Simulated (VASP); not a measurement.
# KCdCO3F (P-6m2) in VASP: further runs, part 2 of 2

VASP 6.6.1. Earlier steps stand in the parts before.

### Step 3. Relaxation of cell and atoms, PBE

The input, INCAR:

```
SYSTEM = KCdCO3F
PREC = Accurate
ENCUT = 600
EDIFF = 1E-7
ISMEAR = 0
SIGMA = 0.02
LREAL = .FALSE.
LASPH = .TRUE.
NELM = 100
ALGO = Normal
ISIF = 3
LWAVE = .FALSE.
LCHARG = .FALSE.
GGA = PE
IBRION = 2
NSW = 100
EDIFFG = -0.002
```

The input, KPOINTS:

```
regular mesh
0
G
  6 6 6
  0 0 0
```

The input, POSCAR:

```
KCdCO3F
1.0
    5.1322881342      0.0000000000      0.0000000000
   -2.5661440671      4.4446919038      0.0000000000
    0.0000000000      0.0000000000      4.4884328484
K Cd C O F
1 1 1 3 1
Direct
    0.0000000000      0.0000000000      0.0000000000
    0.6666666667      0.3333333333      0.5000000000
    0.3333333333      0.6666666667      0.5000000000
    0.1878675085      0.3757350169      0.5000000000
    0.1878675085      0.8121324915      0.5000000000
    0.6242649831      0.8121324915      0.5000000000
    0.6666666667      0.3333333333      0.0000000000
```

Potentials or basis: VASP PAW PBE potentials, release 64 (K_sv, Cd, C, O, F).

Command:

```
$ cat potpaw_PBE.64/K_sv/POTCAR potpaw_PBE.64/Cd/POTCAR potpaw_PBE.64/C/POTCAR potpaw_PBE.64/O/POTCAR potpaw_PBE.64/F/POTCAR > POTCAR
$ mpirun -np 1 vasp_std > vasp.out
```

OUTCAR:

```text
SYSTEM = KCdCO3F
   PREC = Accurate
   ENCUT = 600
   EDIFF = 1E-7
   ISMEAR = 0
   LREAL = .FALSE.
   LASPH = .TRUE.
   NELM = 100
   ISIF = 3
   GGA = PE
   IBRION = 2
   NSW = 100
   EDIFFG = -0.002

 ion  position               nearest neighbor table
   1  0.000  0.000  0.000-   6 2.80   6 2.80   4 2.80   4 2.80   5 2.80   5 2.80   2 3.72   2 3.72
                             2 3.72   2 3.72   2 3.72   2 3.72
   2  0.667  0.333  0.500-   7 2.24   7 2.24   4 2.57   4 2.57   5 2.57   6 2.57   6 2.57   5 2.57
                             1 3.72   1 3.72   1 3.72   1 3.72   1 3.72   1 3.72
   3  0.333  0.667  0.500-   5 1.29   6 1.29   4 1.29
   4  0.188  0.376  0.500-   3 1.29   2 2.57   2 2.57   1 2.80   1 2.80
   5  0.188  0.812  0.500-   3 1.29   2 2.57   2 2.57   1 2.80   1 2.80
   6  0.624  0.812  0.500-   3 1.29   2 2.57   2 2.57   1 2.80   1 2.80
   7  0.667  0.333  0.000-   2 2.24   2 2.24

  LATTYP: Found a hexagonal cell.
 ALAT       =     5.1322881342
 C/A-ratio  =     0.8745481023

  Lattice vectors:

 A1 = (   5.1322881342,   0.0000000000,   0.0000000000)
 A2 = (  -2.5661440671,   4.4446919038,   0.0000000000)
 A3 = (   0.0000000000,   0.0000000000,   4.4884328484)

Analysis of symmetry for initial positions (statically):
=====================================================================
 Subroutine PRICEL returns:
 Original cell was already a primitive cell.

 Routine SETGRP: Setting up the symmetry group for a
 hexagonal supercell.

 Subroutine GETGRP returns: Found 12 space group operations
 (whereof 12 operations were pure point group operations)
 out of a pool of 24 trial point group operations.

The static configuration has the point symmetry D_3h.

Analysis of symmetry for dynamics (positions and initial velocities):
=====================================================================
 Subroutine PRICEL returns:
 Original cell was already a primitive cell.

 Routine SETGRP: Setting up the symmetry group for a
 hexagonal supercell.

 Subroutine GETGRP returns: Found 12 space group operations
 (whereof 12 operations were pure point group operations)
 out of a pool of 24 trial point group operations.

The dynamic configuration has the point symmetry D_3h.

 Subroutine INISYM returns: Found 12 space group operations
 (whereof 12 operations are pure point group operations),
 and found     1 'primitive' translations

----------------------------------------------------------------------------------------

                                     Primitive cell

  volume of cell :     102.3876

  direct lattice vectors                    reciprocal lattice vectors
     5.132288134  0.000000000  0.000000000     0.194844867  0.112493737  0.000000000
    -2.566144067  4.444691904  0.000000000     0.000000000  0.224987473  0.000000000
     0.000000000  0.000000000  4.488432848     0.000000000  0.000000000  0.222794912

  length of vectors
     5.132288134  5.132288134  4.488432848     0.224987473  0.224987473  0.222794912

  position of ions in fractional coordinates (direct lattice)
     0.000000000  0.000000000  0.000000000
     0.666666667  0.333333333  0.500000000
     0.333333333  0.666666667  0.500000000
     0.187867508  0.375735017  0.500000000
[... 74 lines left out ...]
   NGXF,Y,Z  is equivalent  to a cutoff of  27.21, 27.21, 26.67 a.u.
 SYSTEM =  KCdCO3F
   PREC   = accura    normal or accurate (medium, high low for compatibility)
   ISTART =      0    job   : 0-new  1-cont  2-samecut
   ICHARG =      2    charge: 1-file 2-atom 10-const
   ISPIN  =      1    spin polarized calculation?
   LNONCOLLINEAR =      F non collinear calculations
   LSORBIT =      F    spin-orbit coupling
   LASPH  =      T    aspherical Exc in radial PAW
   ENCUT  =  600.0 eV  44.10 Ry    6.64 a.u.  10.25 10.25  8.96*2*pi/ulx,y,z
   NELM   =    100;   NELMIN=  2; NELMDL= -5     # of ELM steps
   EDIFF  = 0.1E-06   stopping-criterion for ELM
   LREAL  =      F    real-space projection
   EDIFFG = -.2E-02   stopping-criterion for IOM
   NSW    =    100    number of steps for IOM
   IBRION =      2    ionic relax: 0-MD 1-quasi-New 2-CG
   NFREE  =      1    steps in history (QN), initial steepest desc. (CG)
   ISIF   =      3    stress and relaxation
   ISYM   =      2    0-nonsym 1-usesym 2-fastsym
   POTIM  = 0.5000    time-step for ionic-motion
   TEBEG  =    0.0;   TEEND  =   0.0 temperature during run
   PSTRESS=    0.0 pullay stress
   NELECT =      50.0000    total number of electrons
   NUPDOWN=      -1.0000    fix difference up-down
   EMIN   =  10.00;   EMAX   =-10.00  energy-range for DOS
   EFERMI =   0.00;   METHOD = LEGACY
   ISMEAR =     0;   SIGMA  =   0.02  broadening in eV -4-tet -1-fermi 0-gaus
   EFERMI_NEDOS =   21; number of points for ismear=-14 and -15
   IALGO  =     38    algorithm
   IMIX   =      4    mixing-type and parameters
     AMIX     =   0.40;   BMIX     =  1.00
     AMIX_MAG =   1.60;   BMIX_MAG =  1.00
  volume/ion in A,a.u.               =      14.63        98.71
  Fermi-wavevector in a.u.,A,eV,Ry     =   1.289186  2.436209 22.612902  1.662001
  Thomas-Fermi vector in A             =   2.421094
   LORBIT       =      0    0 simple, 1 ext, 2 COOP (PROOUT), +10 PAW based schemes
   GGA     = PE    functional components
   LHFCALC =     F    Hartree Fock is set to
   AEXX    =    0.0000 exact exchange contribution
   IVDW    =     0    specifies the selected vdW correction
   LEPSILON=     F    determine dielectric tensor
   LRPA    =     F    only Hartree local field effects (RPA)
 conjugate gradient relaxation of ions
 non-spin polarized calculation
 Gauss-broadening in eV      SIGMA  =   0.02
  energy-cutoff  :      600.00
  volume of cell :      102.39
 maximum number of plane-waves:      3450
 NGX is ok and might be reduce to    42
   NGX = 21   NGY = 21   NGZ = 17

--------------------------------------- Ionic step        1  -------------------------------------------

 number of electron      50.0000000 magnetization

 Free energy of the ion-electron system (eV)
  ---------------------------------------------------
  ext. energy  EPLUGINS =         0.00000000
  ---------------------------------------------------
  free energy    TOTEN  =       -39.83665418 eV

  energy without entropy =      -39.83665418  energy(sigma->0) =      -39.83665418

------------------------ aborting loop because EDIFF is reached ----------------------------------------

  FORCE on cell =-STRESS in cart. coord.  units (eV):
  Direction    XX          YY          ZZ          XY          YZ          ZX
  --------------------------------------------------------------------------------------
  -------------------------------------------------------------------------------------
  Total        0.4741735      0.4741735      0.1320534      0.0000000     -0.0000000      0.0000000
  in kB        7.4199401      7.4199401      2.0663915      0.0000000     -0.0000000      0.0000000
  external PRESSURE =       5.6354239 kB  Pullay stress =       0.0000000 kB
[... 104 lines left out ...]
  FREE ENERGIE OF THE ION-ELECTRON SYSTEM (eV)
  ---------------------------------------------------
  free  energy   TOTEN  =       -39.8381418760 eV

  energy  without entropy=      -39.8381418760  energy(sigma->0) =      -39.83814188

[... ionic steps 4 to 7 ...]

--------------------------------------- Ionic step        8  -------------------------------------------

 number of electron      50.0000004 magnetization

------------------------ aborting loop because EDIFF is reached ----------------------------------------
[... 77 lines left out ...]
--------------------------------------- Ionic step       10  -------------------------------------------

 number of electron      50.0000004 magnetization

 Free energy of the ion-electron system (eV)
  ---------------------------------------------------
  ext. energy  EPLUGINS =         0.00000000
  ---------------------------------------------------
  free energy    TOTEN  =       -39.83829127 eV

  energy without entropy =      -39.83829127  energy(sigma->0) =      -39.83829127

 E-fermi :   0.0259     XC(G=0):  -9.2120

 val. band max:       -0.1083027705   @ k =   0.0000   0.0000   0.5000
 cond. band min:       1.6450050644   @ k =   0.0000   0.0000   0.0000
 fundamental gap:      1.7533078349
 Fermi energy:         0.0259297210

 k-point     1 :       0.0000    0.0000    0.0000
  band No.  band energies     occupation
      1     -27.8511      2.00000
      2     -21.8780      2.00000
      3     -21.6910      2.00000
      4     -18.6155      2.00000
      5     -18.6155      2.00000
      6     -11.3985      2.00000
[... 781 lines left out ...]
     29       8.0781      0.00000
     30       8.2832      0.00000

 [... further k-points ...]
[... 5 lines left out ...]
  --------------------------------------------------------------------------------------
  -------------------------------------------------------------------------------------
  Total       -0.0025363     -0.0025363      0.0087868      0.0000000      0.0000000      0.0000000
  in kB       -0.0396063     -0.0396063      0.1372115      0.0000000      0.0000000      0.0000000
  external PRESSURE =       0.0193329 kB  Pullay stress =       0.0000000 kB
[... 22 lines left out ...]
  FREE ENERGIE OF THE ION-ELECTRON SYSTEM (eV)
  ---------------------------------------------------
  free  energy   TOTEN  =       -39.8382912711 eV

  energy  without entropy=      -39.8382912711  energy(sigma->0) =      -39.83829127

 reached required accuracy - stopping structural energy minimisation
```

It took 9.2 min on 1 thread of Intel Xeon Platinum 8488C (Sapphire Rapids), shared host; peak memory 0.33 GiB.

Results:

```
Free energy                           : -39.8383 eV
Relaxed volume                        : 14.66 Å³/atom
Relaxed cell                          : a = 5.132 Å, b = 5.132 Å, c = 4.499 Å, α = 90.00°, β = 90.00°, γ = 120.00°
Space group after relaxing (to 0.1 Å) : P-6m2 (No. 187)
Energy gained by relaxing             : 0.2 meV/atom
Ionic steps                           : 10
Pressure after relaxing               : 0.0 GPa
Band gap on the k mesh                : 1.75 eV
```

The path:
| step | energy change (eV) | largest force (eV/Å) | pressure (GPa) | volume (Å³) |
| --- | --- | --- | --- | --- |
| 1 | 0.0000 | 0.2561 | 0.56 | 102.39 |
| 2 | 0.0138 | 0.7813 | -1.64 | 103.15 |
| 3 | -0.0015 | 0.0008 | 0.02 | 102.57 |
| 4 | -0.0015 | 0.0056 | 0.03 | 102.56 |
| 5 | -0.0016 | 0.0065 | 0.02 | 102.60 |
| 6 | -0.0016 | 0.0083 | -0.03 | 102.68 |
| 7 | -0.0016 | 0.0125 | -0.04 | 102.64 |
| 8 | -0.0016 | 0.0084 | -0.04 | 102.65 |
| 9 | -0.0016 | 0.0038 | -0.01 | 102.62 |
| 10 | -0.0016 | 0.0009 | 0.00 | 102.60 |

Final structure:
```
K Cd C O F
1.0
     5.13152    0.00000    0.00000
    -2.56576    4.44403    0.00000
     0.00000    0.00000    4.49912
K Cd C O F
1 1 1 3 1
Direct
  0.00000 0.00000 0.00000
  0.66667 0.33333 0.50000
  0.33333 0.66667 0.50000
  0.18741 0.37482 0.50000
  0.18741 0.81259 0.50000
  0.62518 0.81259 0.50000
  0.66667 0.33333 0.00000
```

Levels at points of the mesh, in eV from the valence-band top:
| k point | band 22 | band 23 | band 24 | band 25 | band 26 | band 27 | band 28 | band 29 |
| --- | --- | --- | --- | --- | --- | --- | --- | --- |
| (0.00, 0.00, 0.00) | -1.73 | -1.42 | -1.42 | 0.00 | 1.75 | 5.77 | 6.26 | 8.88 |
| (0.50, 0.00, 0.00) | -1.90 | -1.41 | -1.39 | -0.15 | 3.92 | 5.83 | 6.07 | 8.41 |
| (0.00, 0.00, 0.50) | -1.88 | -1.36 | -1.36 | 0.00 | 3.92 | 5.08 | 6.30 | 9.06 |
| (0.50, 0.00, 0.50) | -1.65 | -1.39 | -1.32 | -0.14 | 5.36 | 5.92 | 6.88 | 7.69 |
